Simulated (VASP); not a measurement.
InP: single point with PBE+D3(BJ)

Crystal: InP.

```
In P
1.0
     0.00000    2.94719    2.94719
     2.94719    0.00000    2.94719
     2.94719    2.94719    0.00000
In P
1 1
Direct
  0.00000 0.00000 0.00000
  0.25000 0.25000 0.25000
```

```
Program             : VASP 6.6.1
Task                : single point
Functional          : PBE
Dispersion          : D3(BJ)
Potentials or basis : VASP PAW PBE potentials, release 64 (In_d, P)
Cutoff              : 500 eV
k mesh              : 8 × 8 × 8
Occupations         : gaussian, width 0.02 eV
Spin                : no spin polarisation
```

The pressure is -0.1 GPa. The band gap on the k mesh is 0.62 eV and the dispersion energy per atom is -0.308 eV.

Levels at points of the mesh, in eV from the valence-band top:
```tsv
k point	band 6	band 7	band 8	band 9	band 10	band 11	band 12	band 13
(0.00, 0.00, 0.00)	-11.40	0.00	0.00	0.00	0.62	4.09	4.09	4.09
(0.50, 0.00, 0.00)	-9.73	-5.64	-0.95	-0.95	1.46	4.81	4.81	7.07
(0.50, 0.50, 0.00)	-9.10	-5.68	-2.26	-2.26	1.79	2.27	9.11	9.48
```

It took 36 s on 1 thread of AMD EPYC 7571, with other jobs on the host, peak memory 0.15 GiB.

Caveat: spin-orbit coupling is left out, which moves the levels of the heavy elements.
